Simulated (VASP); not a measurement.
A run of VASP 6.6.1:

INCAR

```
PREC = Accurate
ENCUT = 820
EDIFF = 1E-6
ISMEAR = -1
SIGMA = 0.1
LREAL = False
LASPH = True
NELM = 120
ALGO = Normal
ISIF = 2
LWAVE = False
LCHARG = False
GGA = CA
NBANDS = 46
GGA_COMPAT = False
```

The input KPOINTS:

```
Automatic mesh
0
Gamma
  7 7 2
```

POSCAR

```
Cu
1.0
    2.5307600000      0.0000000000      0.0000000000
   -1.2653800000      2.1917100000      0.0000000000
    0.0000000000      0.0000000000      8.2618200000
Cu
4
Direct
    0.9925800000      0.9985900000      0.9998000000
    0.3176777885      0.6569400000      0.2506100000
    0.0082400000      0.0061200000      0.5010500000
    0.6724400000      0.3369600000      0.7519600000
```

Potentials or basis: VASP PAW LDA potentials, release 64 (Cu_sv_GW).

Run with:

```sh
$ cat potpaw_LDA.64/Cu_sv_GW/POTCAR > POTCAR
$ mpirun -np 1 vasp_std > vasp.out
```

Hardware: 1 thread of Intel(R) Xeon(R) Platinum 8259CL CPU @ 2.50GHz (Skylake/Cascade Lake), on a shared host.

How long does it take, and how much memory?

Wall time 4 min on 1 thread of Intel(R) Xeon(R) Platinum 8259CL CPU @ 2.50GHz (Skylake/Cascade Lake), on a shared host, peak memory 0.29 GiB. Counts: scf iterations 15, k points 50.
